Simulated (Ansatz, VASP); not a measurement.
**One calculation of Ba, two programs**

The input INCAR:

```
SYSTEM = Ba
PREC = Accurate
ENCUT = 520
EDIFF = 1E-6
ISMEAR = -1
SIGMA = 0.1
LREAL = .FALSE.
LASPH = .TRUE.
NELM = 100
ALGO = Normal
ISIF = 2
LWAVE = .FALSE.
LCHARG = .TRUE.
GGA = PE
LELF = .TRUE.
LVHAR = .TRUE.
NBANDS = 17
```

File KPOINTS:

```
regular mesh
0
G
  13 13 7
  0 0 0
```

POSCAR

```
Ba
1.0
    4.6508516455      0.0000000000      0.0000000000
   -2.3254258227      4.0277556742      0.0000000000
    0.0000000000      0.0000000000      7.6216596260
Ba
2
Direct
    0.3333333333      0.6666666667      0.2500000000
    0.6666666667      0.3333333333      0.7500000000
```

Input for Ansatz:

```yaml
crystal:
  lattice:
    - [4.6508516455, 0.0, 0.0]
    - [-2.3254258227, 4.0277556742, 0.0]
    - [0.0, 0.0, 7.621659626]
  atoms:
    - { symbol: Ba, position: [0.3333333333, 0.6666666667, 0.25] }
    - { symbol: Ba, position: [0.6666666667, 0.3333333333, 0.75] }
hamiltonian:
  xc: pbe
  pseudopotentials:
    kind: paw
    azcp:
      Ba: "pseudopotentials/Ba.paw.azcp"
basis:
  ecutwfc: 420
  fft_grid_basis: typed
kpoints:
  mp_grid: { grid: [13, 13, 7], shift: [0, 0, 0] }
magnetization:
  spin_polarized: false
scf:
  occupations: { method: fermi_dirac, width: 0.1 }
output:
  stress: true
```

Alike in both runs: task single point; functional PBE; k mesh 13 × 13 × 7; occupations fermi-dirac, width 0.1 eV; no spin polarisation.

|  | VASP | Ansatz |
| --- | --- | --- |
| version | VASP 6.6.1 | Ansatz 0.2.0 |
| potentials or method | VASP PAW PBE potentials, release 64 (Ba_sv), cutoff 520 eV | plane waves (420 eV) with PAW, scalar-relativistic |
| valence electrons in the cell | 20 | 20 |

Ansatz gave:

```
pressure (GPa) : -0.8
```

Q: What did VASP give for the same quantities?

A: Pressure (GPa): -0.7.

The functional is the same, so the differences come from potentials, cutoffs and numerics.

Spin-orbit coupling is off throughout.
